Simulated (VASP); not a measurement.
# Ag (Fd-3m) in VASP: a series of runs, part 2 of 2

VASP 6.6.1.

### Step 4. Single point, r2SCAN (27.17 Å³/atom)

This run uses another cell than the first one, of 27.17 Å³/atom.

File POSCAR:

```
Ag
1.0
    0.0000000000      3.0061429316      3.0061429316
    3.0061429316      0.0000000000      3.0061429316
    3.0061429316      3.0061429316      0.0000000000
Ag
2
Direct
    0.1250000000      0.1250000000      0.1250000000
    0.8750000000      0.8750000000      0.8750000000
```

File INCAR.step1:

```
PREC = Accurate
ENCUT = 520
ISMEAR = -1
SIGMA = 0.1
LREAL = False
LASPH = True
NELM = 80
NBANDS = 18
GGA = PE
ALGO = Normal
EDIFF = 1E-4
LWAVE = True
LCHARG = False
```

File INCAR.step2:

```
PREC = Accurate
ENCUT = 520
EDIFF = 1E-6
ISMEAR = -1
SIGMA = 0.1
LREAL = False
LASPH = True
NELM = 80
ALGO = Normal
ISIF = 2
LWAVE = False
LCHARG = False
METAGGA = R2SCAN
LMIXTAU = True
NBANDS = 18
ISTART = 1
```

File KPOINTS:

```
Automatic mesh
0
Gamma
  10 10 10
```

Started as:

```bash
cat potpaw_PBE.64/Ag/POTCAR > POTCAR
cp INCAR.step1 INCAR
mpirun -np 1 vasp_std > vasp.out
cp INCAR.step2 INCAR
mpirun -np 1 vasp_std > vasp.out
```

It took 1.7 min on 1 thread of Intel Xeon 6975P-C (Granite Rapids), shared host; peak memory 0.2 GiB.

Results (log left out):

```yaml
Free_energy: -40.9718 eV
Pressure: 1.9 GPa
Band_gap_on_the_k_mesh: zero (bands 11 and 12 overlap by 1.31 eV)
```

Levels at points of the mesh, in eV from the Fermi level:
| k point | band 8 | band 9 | band 10 | band 11 | band 12 | band 13 | band 14 | band 15 |
| --- | --- | --- | --- | --- | --- | --- | --- | --- |
| (0.00, 0.00, 0.00) | -3.59 | -3.59 | -2.92 | -2.92 | 9.49 | 9.49 | 9.49 | 10.05 |
| (0.50, 0.00, 0.00) | -3.46 | -2.97 | -2.97 | -0.89 | -0.78 | 6.79 | 6.79 | 9.62 |
| (0.50, 0.50, 0.00) | -3.87 | -2.84 | -2.84 | 0.18 | 0.18 | 3.73 | 3.73 | 7.53 |

Caveat: the PAW data sets were made with another functional, which shifts forces and pressure a little.

### Step 5. Single point, r2SCAN

This run uses another cell than the first one, of 28.30 Å³/atom.

File POSCAR:

```
Ag
1.0
    0.0000000000      3.0473280896      3.0473280896
    3.0473280896      0.0000000000      3.0473280896
    3.0473280896      3.0473280896      0.0000000000
Ag
2
Direct
    0.1250000000      0.1250000000      0.1250000000
    0.8750000000      0.8750000000      0.8750000000
```

File INCAR.step1:

```
  ALGO = Normal
  EDIFF = 1E-4
  ENCUT = 520
  GGA = PE
  ISMEAR = -1
  LASPH = True
  LCHARG = False
  LREAL = False
  LWAVE = True
  NBANDS = 18
  NELM = 60
  PREC = Accurate
  SIGMA = 0.1
```

File INCAR.step2:

```
  ALGO = Normal
  EDIFF = 1E-6
  ENCUT = 520
  ISIF = 2
  ISMEAR = -1
  ISTART = 1
  LASPH = True
  LCHARG = True
  LELF = True
  LMIXTAU = True
  LREAL = False
  LVHAR = True
  LWAVE = False
  METAGGA = R2SCAN
  NBANDS = 18
  NELM = 60
  PREC = Accurate
  SIGMA = 0.1
```

File KPOINTS:

```
k-points
0
Gamma
  10 10 10
```

Potentials or basis: VASP PAW PBE potentials, release 64 (Ag).

Started as:

```bash
cat potpaw_PBE.64/Ag/POTCAR > POTCAR
cp INCAR.step1 INCAR
mpirun -np 1 vasp_std > vasp.out
cp INCAR.step2 INCAR
mpirun -np 1 vasp_std > vasp.out
```

OUTCAR:

```text
EDIFF = 1E-6
   ENCUT = 520
   ISIF = 2
   ISMEAR = -1
   ISTART = 1
   LASPH = True
   LREAL = False
   METAGGA = R2SCAN
   NELM = 60
   PREC = Accurate

 ion  position               nearest neighbor table
   1  0.125  0.125  0.125-   2 2.64   2 2.64   2 2.64   2 2.64
   2  0.875  0.875  0.875-   1 2.64   1 2.64   1 2.64   1 2.64

  LATTYP: Found a face centered cubic cell.
 ALAT       =     6.0946561792

  Lattice vectors:

 A1 = (   0.0000000000,   3.0473280896,   3.0473280896)
 A2 = (   3.0473280896,   0.0000000000,   3.0473280896)
 A3 = (   3.0473280896,   3.0473280896,   0.0000000000)

Analysis of symmetry for initial positions (statically):
=====================================================================
 Subroutine PRICEL returns:
 Original cell was already a primitive cell.

 Routine SETGRP: Setting up the symmetry group for a
 face centered cubic supercell.

 Subroutine GETGRP returns: Found 48 space group operations
 (whereof 12 operations were pure point group operations)
 out of a pool of 48 trial point group operations.

The static configuration has the point symmetry D_3d.
 The point group associated with its full space group is O_h .

Analysis of symmetry for dynamics (positions and initial velocities):
=====================================================================
 Subroutine PRICEL returns:
 Original cell was already a primitive cell.

 Routine SETGRP: Setting up the symmetry group for a
 face centered cubic supercell.

 Subroutine GETGRP returns: Found 48 space group operations
 (whereof 12 operations were pure point group operations)
 out of a pool of 48 trial point group operations.

The dynamic configuration has the point symmetry D_3d.
 The point group associated with its full space group is O_h .

 Subroutine INISYM returns: Found 48 space group operations
 (whereof 12 operations are pure point group operations),
 and found     1 'primitive' translations

[... 112 lines left out ...]
   IMIX   =      4    mixing-type and parameters
     AMIX     =   0.40;   BMIX     =  1.00
     AMIX_MAG =   1.60;   BMIX_MAG =  1.00
  volume/ion in A,a.u.               =      28.30       190.97
  Fermi-wavevector in a.u.,A,eV,Ry     =   1.194776  2.257799 19.422178  1.427490
  Thomas-Fermi vector in A             =   2.330758
   LORBIT       =      0    0 simple, 1 ext, 2 COOP (PROOUT), +10 PAW based schemes
   METAGGA = R2SCAN    functional components
   LHFCALC =     F    Hartree Fock is set to
   AEXX    =    0.0000 exact exchange contribution
   IVDW    =     0    specifies the selected vdW correction
   LEPSILON=     F    determine dielectric tensor
   LRPA    =     F    only Hartree local field effects (RPA)
 non-spin polarized calculation
  energy-cutoff  :      520.00
  volume of cell :       56.60
 maximum number of plane-waves:      1540
   NGX = 17   NGY = 17   NGZ = 17

 number of electron      22.0000002 magnetization

 Free energy of the ion-electron system (eV)
  ---------------------------------------------------
  ext. energy  EPLUGINS =         0.00000000
  ---------------------------------------------------
  free energy    TOTEN  =       -40.98543414 eV

  energy without entropy =      -40.96874354  energy(sigma->0) =      -40.97708884

 E-fermi :   3.0511     XC(G=0):  -9.6431

 val. band max:        2.9915821761   @ k =  -0.3000   0.4000   0.2000
 cond. band min:       3.2084574771   @ k =   0.5000   0.5000   0.0000
 fundamental gap:      0.2168753009
 Fermi energy:         3.0511117321

 k-point     1 :       0.0000    0.0000    0.0000
  band No.  band energies     occupation
      1      -1.9440      2.00000
      2      -1.9026      2.00000
      3      -1.9026      2.00000
      4      -1.8847      2.00000
      5      -1.8847      2.00000
      6      -1.8847      2.00000
[... 481 lines left out ...]
      5      -1.3678      2.00000
      6      -1.0970      2.00000
[... 10 lines left out ...]
     17      17.6887      0.00000
     18      17.7447      0.00000

 [... further k-points ...]

------------------------ aborting loop because EDIFF is reached ----------------------------------------

  FORCE on cell =-STRESS in cart. coord.  units (eV):
  Direction    XX          YY          ZZ          XY          YZ          ZX
  --------------------------------------------------------------------------------------
  -------------------------------------------------------------------------------------
  Total        0.0191174      0.0191174      0.0191174     -0.0000000     -0.0000000      0.0000000
  in kB        0.5411924      0.5411924      0.5411924     -0.0000000     -0.0000000      0.0000000
  external PRESSURE =       0.5411924 kB  Pullay stress =       0.0000000 kB

 VOLUME and BASIS-vectors are now :
 -----------------------------------------------------------------------------
  energy-cutoff  :      520.00
  volume of cell :       56.60
      direct lattice vectors                 reciprocal lattice vectors
     0.000000000  3.047328090  3.047328090    -0.164078165  0.164078165  0.164078165
     3.047328090  0.000000000  3.047328090     0.164078165 -0.164078165  0.164078165
     3.047328090  3.047328090  0.000000000     0.164078165  0.164078165 -0.164078165

 POSITION                                       TOTAL-FORCE (eV/Angst)
 -----------------------------------------------------------------------------------
      0.76183      0.76183      0.76183         0.000000      0.000000      0.000000
      5.33282      5.33282      5.33282        -0.000000     -0.000000     -0.000000
 -----------------------------------------------------------------------------------
    total drift:                                0.000000      0.000000     -0.000000

  FREE ENERGIE OF THE ION-ELECTRON SYSTEM (eV)
  ---------------------------------------------------
  free  energy   TOTEN  =       -40.9854341361 eV

  energy  without entropy=      -40.9687435355  energy(sigma->0) =      -40.97708884
```

Run time: 96 s. Hardware: 1 thread of Intel Xeon 6975P-C (Granite Rapids), shared host; peak memory 0.2 GiB.

Results:

| Property | Result |
| --- | --- |
| Free energy | -40.9854 eV |
| Pressure | 0.1 GPa |
| Band gap on the k mesh | zero (bands 11 and 12 overlap by 1.17 eV) |

Caveat: the PAW data sets were made with another functional, which shifts forces and pressure a little.

### Step 6. The runs side by side

```tsv
cell	gap on the mesh (eV)	pressure (GPa)
a = 4.130 Å, angles 60.0°, 2 atoms	none	7.3
a = 4.191 Å, angles 60.0°, 2 atoms	none	4.2
a = 4.251 Å, angles 60.0°, 2 atoms	none	1.9
a = 4.310 Å, angles 60.0°, 2 atoms	none	0.1
```

Alike in all rows: task single point; level r2SCAN; potentials or basis VASP PAW PBE potentials, release 64 (Ag); no spin polarisation; k mesh 10 × 10 × 10; cutoff (eV) 520; smearing fermi-dirac 0.1 eV.

Caveats: the PAW data sets were made with another functional, which shifts forces and pressure a little; the cell stands under pressure (at least some runs).

Absolute energies hang on the potentials; compare differences alone.

The gap in the log of VASP goes by the Fermi energy; the results here count the filled bands.